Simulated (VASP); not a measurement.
Crystal: BiSb3O2.

```
Sb Bi O
1.0
     7.16233    0.00000    0.00000
    -3.58116    6.20276    0.00000
     0.00000    0.00000    3.30748
Sb Bi O
3 1 2
Cartesian
  -1.7906 3.1014 3.0161
  3.5812 0.0000 3.0161
  1.7906 3.1014 3.0161
  0.0000 0.0000 3.1732
  3.5812 2.0676 2.4390
  0.0000 4.1352 2.4390
```

The cell was built from a structure type or drawn by symmetry, and may not be a known phase.

| Property | Result |
| --- | --- |
| Program | VASP 6.6.1 |
| Task | relaxation of cell and atoms |
| Functional | PBE |
| Potentials or basis | VASP PAW PBE potentials, release 64 (Sb, Bi_d, O) |
| Cutoff | 600 eV |
| k mesh | 3 × 3 × 6 |
| Occupations | gaussian, width 0.1 eV |
| Spin | no spin polarisation |

At the start: pressure -0.2 GPa; volume 24.49 Å³/atom.

How do energy, volume and symmetry change on relaxing?

Over 13 steps the energy falls by 11.7 meV/atom and the volume is 24.23 Å³/atom (-1.1 %); space group P6mm (No. 183, to 0.1 Å) before and after.

The path:
| step | energy change (eV) | largest force (eV/Å) | pressure (GPa) | volume (Å³) |
| --- | --- | --- | --- | --- |
| 1 | 0.0000 | 0.0905 | -0.20 | 146.94 |
| 2 | -0.0546 | 0.1077 | -0.84 | 146.24 |
| 3 | -0.0555 | 0.1248 | -0.92 | 146.14 |
| 4 | -0.0617 | 0.0967 | 0.47 | 142.99 |
| 5 | -0.0628 | 0.0960 | 0.05 | 143.87 |
| 6 | -0.0637 | 0.0910 | 0.06 | 143.94 |
| 7 | -0.0657 | 0.0791 | 0.11 | 144.16 |
| 8 | -0.0675 | 0.0543 | 0.15 | 144.60 |
| 9 | -0.0680 | 0.0525 | 0.10 | 144.70 |
| 10 | -0.0692 | 0.0443 | -0.05 | 145.03 |
| 11 | -0.0697 | 0.0304 | -0.35 | 145.69 |
| 12 | -0.0698 | 0.0357 | -0.28 | 145.52 |
| 13 | -0.0703 | 0.0289 | -0.21 | 145.37 |

Final structure:
```
CELL_PARAMETERS angstrom
7.24657 0.00000 0.00000
-3.62328 6.27571 0.00000
0.00000 0.00000 3.19656
ATOMIC_POSITIONS crystal
Sb 0.00000 0.50000 0.91015
Sb 0.50000 0.00000 0.91015
Sb 0.50000 0.50000 0.91015
Bi 0.00000 0.00000 0.93248
O 0.66667 0.33333 0.75354
O 0.33333 0.66667 0.75354
```
